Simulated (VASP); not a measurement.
CoGe3Pd, 5 atoms in the cell. The structure is cubic, space group Pm-3m (No. 221). The conventional cell has a = 4.816 Å, b = 4.816 Å, c = 4.816 Å, α = 90.00°, β = 90.00°, γ = 90.00°. Co (site symmetry m-3m) has 12 Ge at 3.41 Å and 8 Pd at 4.17 Å within 4.5 Å. Within 3.2 Å of Ge (site symmetry 4/mmm) lie 2 Pd at 2.41 Å. Pd (site symmetry m-3m) has 6 Ge at 2.41 Å within 3.2 Å. The cell was generated, and may not be a known phase.

| Item | Value |
| --- | --- |
| Program | VASP 6.6.1 |
| Task | single point |
| Functional | PBE |
| Potentials or basis | VASP PAW PBE potentials, release 64 (Co, Ge_d, Pd) |
| Cutoff | 520 eV |
| k mesh | 4 × 4 × 4 |
| Occupations | gaussian, width 0.1 eV |
| Spin | collinear spin, ferromagnetic start |
| Starting moments | [3.0, 0.0, 0.0, 0.0, 0.0] μB |
| Dipole correction | no |
| Further INCAR settings | ALGO = Normal; EDIFF = 1e-06; NBANDS = 42 |

Potentials or basis: VASP PAW PBE potentials, release 64 (Co, Ge_d, Pd).

Command:

```bash
$ cat potpaw_PBE.64/Co/POTCAR potpaw_PBE.64/Ge_d/POTCAR potpaw_PBE.64/Pd/POTCAR > POTCAR
$ mpirun -np 1 vasp_std > vasp.out
```

Hardware: 1 thread of Intel(R) Xeon(R) 6975P-C (Granite Rapids), with other jobs on the host.

Task: Estimate the wall time of this run.

Result: Run time: 52 s on 1 thread of Intel(R) Xeon(R) 6975P-C (Granite Rapids), on a shared host, peak memory 0.28 GiB. Counts: scf iterations 19, k points 10.
